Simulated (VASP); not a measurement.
# GaN (F-43m) in VASP: settings compared

GaN is run at these levels: PBE, BLYP; tasks: single point.

All numbers are computed with VASP 6.6.1; they aren't measurements. Logs are shortened: lines on timing, memory, paths and dates and some standing lists are left out, and cuts for length are marked.

### 1 The cell of the first run

Symmetry: F-43m, No. 216, cubic system. The conventional cell has a = 4.566 Å, b = 4.566 Å, c = 4.566 Å, α = 90.00°, β = 90.00°, γ = 90.00°. Ga (site symmetry -43m) has 4 N at 1.98 Å within 2.6 Å. N (site symmetry -43m) has 4 Ga at 1.98 Å within 2.6 Å.

### 2 Single point, PBE

Input file INCAR:

```
PREC = Accurate ; ENCUT = 600
EDIFF = 1E-6 ; ISMEAR = 0
SIGMA = 0.1 ; LREAL = False
LASPH = True ; NELM = 120
ALGO = Normal ; ISIF = 2
LWAVE = False ; LCHARG = True
GGA = PE ; LELF = True
LVHAR = True ; NBANDS = 16
GGA_COMPAT = False
```

Input file KPOINTS:

```
Automatic mesh
0
Gamma
  4 4 4
```

Input file POSCAR:

```
GaN
1.0
    0.0000000000      2.2831553320      2.2831553320
    2.2831553320      0.0000000000      2.2831553320
    2.2831553320      2.2831553320      0.0000000000
Ga N
1 1
Direct
    0.0000000000      0.0000000000      0.0000000000
    0.7500000000      0.7500000000      0.7500000000
```

Potentials or basis: VASP PAW PBE potentials, release 64 (Ga_d, N).

Started as:

```sh
$ cat potpaw_PBE.64/Ga_d/POTCAR potpaw_PBE.64/N/POTCAR > POTCAR
$ mpirun -np 1 vasp_std > vasp.out
```

OUTCAR:

```text
PREC = Accurate
   ENCUT = 600
   EDIFF = 1E-6
   ISMEAR = 0
   LREAL = False
   LASPH = True
   NELM = 120
   ISIF = 2
   GGA = PE

 ion  position               nearest neighbor table
   1  0.000  0.000  0.000-   2 1.98   2 1.98   2 1.98   2 1.98
   2  0.750  0.750  0.750-   1 1.98   1 1.98   1 1.98   1 1.98

  LATTYP: Found a face centered cubic cell.
 ALAT       =     4.5663106640

  Lattice vectors:

 A1 = (   0.0000000000,   2.2831553320,   2.2831553320)
 A2 = (   2.2831553320,   0.0000000000,   2.2831553320)
 A3 = (   2.2831553320,   2.2831553320,   0.0000000000)

Analysis of symmetry for initial positions (statically):
=====================================================================
 Subroutine PRICEL returns:
 Original cell was already a primitive cell.

 Routine SETGRP: Setting up the symmetry group for a
 face centered cubic supercell.

 Subroutine GETGRP returns: Found 24 space group operations
 (whereof 24 operations were pure point group operations)
 out of a pool of 48 trial point group operations.

The static configuration has the point symmetry T_d .

Analysis of symmetry for dynamics (positions and initial velocities):
=====================================================================
 Subroutine PRICEL returns:
 Original cell was already a primitive cell.

 Routine SETGRP: Setting up the symmetry group for a
 face centered cubic supercell.

 Subroutine GETGRP returns: Found 24 space group operations
 (whereof 24 operations were pure point group operations)
 out of a pool of 48 trial point group operations.

The dynamic configuration has the point symmetry T_d .

 Subroutine INISYM returns: Found 24 space group operations
 (whereof 24 operations are pure point group operations),
 and found     1 'primitive' translations

----------------------------------------------------------------------------------------

                                     Primitive cell

  volume of cell :      23.8033

  direct lattice vectors                    reciprocal lattice vectors
     0.000000000  2.283155332  2.283155332    -0.218995174  0.218995174  0.218995174
     2.283155332  0.000000000  2.283155332     0.218995174 -0.218995174  0.218995174
     2.283155332  2.283155332  0.000000000     0.218995174  0.218995174 -0.218995174

  length of vectors
     3.228869236  3.228869236  3.228869236     0.379310769  0.379310769  0.379310769

  position of ions in fractional coordinates (direct lattice)
     0.000000000  0.000000000  0.000000000
     0.750000000  0.750000000  0.750000000

  ion indices of the primitive-cell ions
   primitive index   ion index
                 1           1
                 2           2

----------------------------------------------------------------------------------------

 KPOINTS: Automatic mesh

Automatic generation of k-mesh.
 Grid dimensions read from file:
 generate k-points for:    4    4    4

 Generating k-lattice:

  Cartesian coordinates                     Fractional coordinates (reciprocal lattice)
    -0.054748794  0.054748794  0.054748794     0.250000000  0.000000000  0.000000000
     0.054748794 -0.054748794  0.054748794     0.000000000  0.250000000  0.000000000
     0.054748794  0.054748794 -0.054748794     0.000000000  0.000000000  0.250000000

  Length of vectors
     0.094827692  0.094827692  0.094827692

  Shift w.r.t. Gamma in fractional coordinates (k-lattice)
     0.000000000  0.000000000  0.000000000

 Subroutine IBZKPT returns following result:
 ===========================================

 Found      8 irreducible k-points:

 Following reciprocal coordinates:
            Coordinates               Weight
  0.000000  0.000000  0.000000      1.000000
  0.250000  0.000000  0.000000      8.000000
  0.500000  0.000000  0.000000      4.000000
  0.250000  0.250000  0.000000      6.000000
  0.500000  0.250000  0.000000     24.000000
 -0.250000  0.250000  0.000000     12.000000
  0.500000  0.500000  0.000000      3.000000
 -0.250000  0.500000  0.250000      6.000000
   k-points           NKPTS =      8   k-points in BZ     NKDIM =      8   number of bands    NBANDS=     16
   number of dos      NEDOS =    301   number of ions     NIONS =      2
   total plane-waves  NPLWV =  21952
   dimension x,y,z NGX =    28 NGY =   28 NGZ =   28
   dimension x,y,z NGXF=    56 NGYF=   56 NGZF=   56
   ions per type =               1   1
   NGX,Y,Z   is equivalent  to a cutoff of  14.42, 14.42, 14.42 a.u.
   NGXF,Y,Z  is equivalent  to a cutoff of  28.83, 28.83, 28.83 a.u.
 SYSTEM =  unknown system
   PREC   = accura    normal or accurate (medium, high low for compatibility)
   ISTART =      0    job   : 0-new  1-cont  2-samecut
   ICHARG =      2    charge: 1-file 2-atom 10-const
   ISPIN  =      1    spin polarized calculation?
   LNONCOLLINEAR =      F non collinear calculations
   LSORBIT =      F    spin-orbit coupling
   LASPH  =      T    aspherical Exc in radial PAW
   ENCUT  =  600.0 eV  44.10 Ry    6.64 a.u.   6.45  6.45  6.45*2*pi/ulx,y,z
   NELM   =    120;   NELMIN=  2; NELMDL= -5     # of ELM steps
   EDIFF  = 0.1E-05   stopping-criterion for ELM
   LREAL  =      F    real-space projection
[... 7 lines left out ...]
   TEBEG  =    0.0;   TEEND  =   0.0 temperature during run
   PSTRESS=    0.0 pullay stress
   NELECT =      18.0000    total number of electrons
   NUPDOWN=      -1.0000    fix difference up-down
   EMIN   =  10.00;   EMAX   =-10.00  energy-range for DOS
   EFERMI =   0.00;   METHOD = LEGACY
   ISMEAR =     0;   SIGMA  =   0.10  broadening in eV -4-tet -1-fermi 0-gaus
   EFERMI_NEDOS =   21; number of points for ismear=-14 and -15
   IALGO  =     38    algorithm
   IMIX   =      4    mixing-type and parameters
     AMIX     =   0.40;   BMIX     =  1.00
     AMIX_MAG =   1.60;   BMIX_MAG =  1.00
  volume/ion in A,a.u.               =      11.90        80.32
  Fermi-wavevector in a.u.,A,eV,Ry     =   1.491490  2.818507 30.266718  2.224541
  Thomas-Fermi vector in A             =   2.604138
   LORBIT       =      0    0 simple, 1 ext, 2 COOP (PROOUT), +10 PAW based schemes
   GGA     = PE    functional components
   LHFCALC =     F    Hartree Fock is set to
   AEXX    =    0.0000 exact exchange contribution
   IVDW    =     0    specifies the selected vdW correction
   LEPSILON=     F    determine dielectric tensor
   LRPA    =     F    only Hartree local field effects (RPA)
 non-spin polarized calculation
 Gauss-broadening in eV      SIGMA  =   0.10
  energy-cutoff  :      600.00
  volume of cell :       23.80
 maximum number of plane-waves:       821
 NGX is ok and might be reduce to    28
   NGX = 13   NGY = 13   NGZ = 13

 number of electron      17.9999999 magnetization

 Free energy of the ion-electron system (eV)
  ---------------------------------------------------
  ext. energy  EPLUGINS =         0.00000000
  ---------------------------------------------------
  free energy    TOTEN  =       -12.08948545 eV

  energy without entropy =      -12.08948545  energy(sigma->0) =      -12.08948545

 E-fermi :   5.4246     XC(G=0): -11.4476

 val. band max:        4.9124579134   @ k =   0.0000   0.0000   0.0000
 cond. band min:       6.3632564627   @ k =   0.0000   0.0000   0.0000
 fundamental gap:      1.4507985493
 Fermi energy:         5.4245752247

 k-point     1 :       0.0000    0.0000    0.0000
  band No.  band energies     occupation
      1     -10.7076      2.00000
      2      -8.5536      2.00000
      3      -8.5536      2.00000
      4      -8.5536      2.00000
      5      -8.2735      2.00000
      6      -8.2735      2.00000
[... 8 lines left out ...]
     15      23.4293      0.00000
     16      23.4293      0.00000

 k-point     2 :       0.2500    0.0000    0.0000
  band No.  band energies     occupation
      1     -10.2270      2.00000
      2      -8.4997      2.00000
      3      -8.4997      2.00000
      4      -8.2688      2.00000
      5      -8.2688      2.00000
      6      -8.1666      2.00000
[... 8 lines left out ...]
     15      21.4716      0.00000
     16      21.4716      0.00000

 k-point     3 :       0.5000    0.0000    0.0000
  band No.  band energies     occupation
      1      -9.9401      2.00000
      2      -8.4764      2.00000
      3      -8.4764      2.00000
      4      -8.2309      2.00000
      5      -8.2309      2.00000
      6      -7.0036      2.00000
[... 8 lines left out ...]
     15      24.0765      0.00000
     16      24.0765      0.00000

 k-point     4 :       0.2500    0.2500    0.0000
  band No.  band energies     occupation
      1     -10.0949      2.00000
      2      -8.4275      2.00000
      3      -8.4275      2.00000
      4      -8.3955      2.00000
      5      -8.2391      2.00000
      6      -8.0330      2.00000
[... 8 lines left out ...]
     15      25.8925      0.00000
     16      26.4892      0.00000

 k-point     5 :       0.5000    0.2500    0.0000
  band No.  band energies     occupation
      1      -9.8546      2.00000
      2      -8.4489      2.00000
      3      -8.3769      2.00000
      4      -8.3306      2.00000
      5      -8.2251      2.00000
      6      -6.8317      2.00000
[... 8 lines left out ...]
     15      25.5997      0.00000
     16      26.0186      0.00000

 k-point     6 :      -0.2500    0.2500    0.0000
  band No.  band energies     occupation
      1      -9.9175      2.00000
      2      -8.4660      2.00000
      3      -8.4220      2.00000
      4      -8.2855      2.00000
      5      -8.2785      2.00000
      6      -7.2289      2.00000
[... 8 lines left out ...]
     15      21.7869      0.00000
     16      25.8814      0.00000

 k-point     7 :       0.5000    0.5000    0.0000
  band No.  band energies     occupation
      1      -9.8062      2.00000
      2      -8.4732      2.00000
      3      -8.2856      2.00000
      4      -8.2856      2.00000
      5      -8.2047      2.00000
      6      -6.5666      2.00000
[... 8 lines left out ...]
     15      25.9635      0.00000
     16      29.1352      0.00000

 k-point     8 :      -0.2500    0.5000    0.2500
  band No.  band energies     occupation
      1      -9.8014      2.00000
      2      -8.4187      2.00000
      3      -8.4017      2.00000
      4      -8.2651      2.00000
      5      -8.2620      2.00000
      6      -6.3175      2.00000
[... 8 lines left out ...]
     15      23.8828      0.00000
     16      27.8281      0.00000

------------------------ aborting loop because EDIFF is reached ----------------------------------------

  FORCE on cell =-STRESS in cart. coord.  units (eV):
  Direction    XX          YY          ZZ          XY          YZ          ZX
  --------------------------------------------------------------------------------------
  -------------------------------------------------------------------------------------
  Total       -0.3131726     -0.3131726     -0.3131726     -0.0000000      0.0000000     -0.0000000
  in kB      -21.0793863    -21.0793863    -21.0793863     -0.0000000      0.0000000     -0.0000000
  external PRESSURE =     -21.0793863 kB  Pullay stress =       0.0000000 kB

 VOLUME and BASIS-vectors are now :
 -----------------------------------------------------------------------------
  energy-cutoff  :      600.00
  volume of cell :       23.80
      direct lattice vectors                 reciprocal lattice vectors
     0.000000000  2.283155332  2.283155332    -0.218995174  0.218995174  0.218995174
     2.283155332  0.000000000  2.283155332     0.218995174 -0.218995174  0.218995174
     2.283155332  2.283155332  0.000000000     0.218995174  0.218995174 -0.218995174

 POSITION                                       TOTAL-FORCE (eV/Angst)
 -----------------------------------------------------------------------------------
      0.00000      0.00000      0.00000         0.000000     -0.000000      0.000000
      3.42473      3.42473      3.42473        -0.000000      0.000000     -0.000000
 -----------------------------------------------------------------------------------
    total drift:                               -0.000000     -0.000000     -0.000000

  FREE ENERGIE OF THE ION-ELECTRON SYSTEM (eV)
  ---------------------------------------------------
  free  energy   TOTEN  =       -12.0894854487 eV

  energy  without entropy=      -12.0894854487  energy(sigma->0) =      -12.08948545
```

Wall time 8.2 s (1 thread of Intel Xeon 6975P-C (Granite Rapids), shared host); peak memory 0.15 GiB.

What came out:

```yaml
Free_energy: -12.0895 eV
Pressure: -2.1 GPa
Band_gap_on_the_k_mesh: 1.45 eV, direct
```

Levels at points of the mesh, in eV from the valence-band top:
```tsv
k point	band 7	band 8	band 9	band 10	band 11	band 12
(0.00, 0.00, 0.00)	0.00	0.00	0.00	1.45	10.01	10.01
(0.50, 0.00, 0.00)	-6.81	-0.92	-0.92	4.34	8.52	10.12
(0.50, 0.50, 0.00)	-5.99	-2.58	-2.58	3.30	6.39	11.43
```

Caveat: the k points lie up to 0.60 Å⁻¹ apart. A hybrid or GW would open this gap; PBE tends to underestimate it.

### 3 Single point, BLYP

This run uses another cell than the first one, of 11.44 Å³/atom, 0.962 times its volume.

Input file INCAR:

```
SYSTEM = GaN
PREC = Accurate
ENCUT = 600
EDIFF = 1E-6
ISMEAR = -1
SIGMA = 0.27211386245988
LREAL = .FALSE.
LASPH = .TRUE.
NELM = 120
ALGO = Normal
ISIF = 2
LWAVE = .FALSE.
LCHARG = .TRUE.
GGA = B5
ALDAX = 1.0
AGGAX = 1.0
AGGAC = 1.0
ALDAC = 0.0
LELF = .TRUE.
LVHAR = .TRUE.
NBANDS = 16
GGA_COMPAT = .FALSE.
```

Input file KPOINTS:

```
Automatic mesh
0
G
  5 5 5
  0 0 0
```

Input file POSCAR:

```
GaN
1.0
    0.0000000000      2.2535006075      2.2535006075
    2.2535006075      0.0000000000      2.2535006075
    2.2535006075      2.2535006075      0.0000000000
Ga N
1 1
Direct
    0.0000000000      0.0000000000      0.0000000000
    0.7500000000      0.7500000000      0.7500000000
```

Potentials or basis: VASP PAW PBE potentials, release 64 (Ga_d, N).

Started as:

```sh
$ cat potpaw_PBE.64/Ga_d/POTCAR potpaw_PBE.64/N/POTCAR > POTCAR
$ mpirun -np 1 vasp_std > vasp.out
```

Wall time 18 s (1 thread of Intel Xeon 6975P-C (Granite Rapids), shared host); peak memory 0.15 GiB.

The run converged. Its results:

- Free energy: -10.9494 eV
- Pressure: 11.8 GPa
- Band gap on the k mesh: 1.81 eV, direct

Levels at points of the mesh, in eV from the valence-band top:
| k point | band 7 | band 8 | band 9 | band 10 | band 11 | band 12 |
| --- | --- | --- | --- | --- | --- | --- |
| (0.00, 0.00, 0.00) | 0.00 | 0.00 | 0.00 | 1.81 | 10.30 | 10.30 |

Caveat: the k points lie up to 0.48 Å⁻¹ apart; the PAW data sets were made with another functional, which shifts forces and pressure a little.

### 4 Single point, PBE

This run uses another cell than the first one, of 9.93 Å³/atom, 0.835 times its volume.

Input file INCAR:

```
  PREC = Accurate
  ENCUT = 600
  EDIFF = 1E-6
  ISMEAR = 0
  SIGMA = 0.1
  LREAL = F
  LASPH = T
  NELM = 120
  ALGO = Normal
  ISIF = 2
  LWAVE = F
  LCHARG = F
  GGA = PE
  NBANDS = 16
  GGA_COMPAT = F
```

Input file KPOINTS:

```
Automatic mesh
0
Gamma
  6 6 6
```

Input file POSCAR:

```
GaN
1.0
    0.0000000000      2.1496326734      2.1496326734
    2.1496326734      0.0000000000      2.1496326734
    2.1496326734      2.1496326734      0.0000000000
Ga N
1 1
Direct
    0.0000000000      0.0000000000      0.0000000000
    0.7500000000      0.7500000000      0.7500000000
```

Potentials or basis: VASP PAW PBE potentials, release 64 (Ga_d, N).

Started as:

```sh
$ cat potpaw_PBE.64/Ga_d/POTCAR potpaw_PBE.64/N/POTCAR > POTCAR
$ mpirun -np 1 vasp_std > vasp.out
```

OUTCAR:

```text
PREC = Accurate
   ENCUT = 600
   EDIFF = 1E-6
   ISMEAR = 0
   LREAL = F
   LASPH = T
   NELM = 120
   ISIF = 2
   GGA = PE

 ion  position               nearest neighbor table
   1  0.000  0.000  0.000-   2 1.86   2 1.86   2 1.86   2 1.86
   2  0.750  0.750  0.750-   1 1.86   1 1.86   1 1.86   1 1.86

  LATTYP: Found a face centered cubic cell.
 ALAT       =     4.2992653468

  Lattice vectors:

 A1 = (   0.0000000000,   2.1496326734,   2.1496326734)
[... 479 lines left out ...]
------------------------ aborting loop because EDIFF is reached ----------------------------------------

  FORCE on cell =-STRESS in cart. coord.  units (eV):
  Direction    XX          YY          ZZ          XY          YZ          ZX
  --------------------------------------------------------------------------------------
  -------------------------------------------------------------------------------------
  Total        5.1694364      5.1694364      5.1694364     -0.0000000      0.0000000      0.0000000
  in kB      416.8991610    416.8991610    416.8991610     -0.0000000      0.0000000      0.0000000
  external PRESSURE =     416.8991610 kB  Pullay stress =       0.0000000 kB

 VOLUME and BASIS-vectors are now :
 -----------------------------------------------------------------------------
  energy-cutoff  :      600.00
  volume of cell :       19.87
      direct lattice vectors                 reciprocal lattice vectors
     0.000000000  2.149632673  2.149632673    -0.232597879  0.232597879  0.232597879
     2.149632673  0.000000000  2.149632673     0.232597879 -0.232597879  0.232597879
     2.149632673  2.149632673  0.000000000     0.232597879  0.232597879 -0.232597879

 POSITION                                       TOTAL-FORCE (eV/Angst)
 -----------------------------------------------------------------------------------
      0.00000      0.00000      0.00000         0.000000      0.000000      0.000000
      3.22445      3.22445      3.22445        -0.000000     -0.000000     -0.000000
 -----------------------------------------------------------------------------------
    total drift:                               -0.000003     -0.000003     -0.000003

  FREE ENERGIE OF THE ION-ELECTRON SYSTEM (eV)
  ---------------------------------------------------
  free  energy   TOTEN  =       -11.7369995193 eV

  energy  without entropy=      -11.7369995193  energy(sigma->0) =      -11.73699952
```

stdout:

```text
POSCAR found type information on POSCAR GaN
 POSCAR found :  2 types and       2 ions
 scaLAPACK will be used
 LDA part: xc-table for (Slater+PW92), standard interpolation
 POSCAR, INCAR and KPOINTS ok, starting setup
 FFT: planning ... GRIDC
 FFT: planning ... GRID_SOFT
 FFT: planning ... GRID
 WAVECAR not read
 entering main loop
```

Wall time 6.5 s (1 thread of Intel Xeon 6975P-C (Granite Rapids), shared host); peak memory 0.14 GiB.

Results:

- Free energy: -11.7370 eV
- Pressure: 41.7 GPa
- Band gap on the k mesh: 2.63 eV, direct

Caveat: the k points lie up to 0.42 Å⁻¹ apart.

### 5 The runs side by side

| level | cell | k mesh | smearing | gap on the mesh (eV) | pressure (GPa) |
| --- | --- | --- | --- | --- | --- |
| PBE | a = 3.229 Å, angles 60.0°, 2 atoms | 4 × 4 × 4 | gaussian 0.1 eV | 1.45 | -2.1 |
| BLYP | a = 3.187 Å, angles 60.0°, 2 atoms | 5 × 5 × 5 | fermi-dirac 0.272114 eV | 1.81 | 11.8 |
| PBE | a = 3.040 Å, angles 60.0°, 2 atoms | 6 × 6 × 6 | gaussian 0.1 eV | 2.63 | 41.7 |

Alike in all rows: task single point; potentials or basis VASP PAW PBE potentials, release 64 (Ga_d, N); no spin polarisation; cutoff (eV) 600.

Caveats: all runs use coarse meshes; the PAW data sets were made with another functional, which shifts forces and pressure a little (some runs).

Total energies depend on the potentials used, so only differences within one code and one set of settings carry meaning.
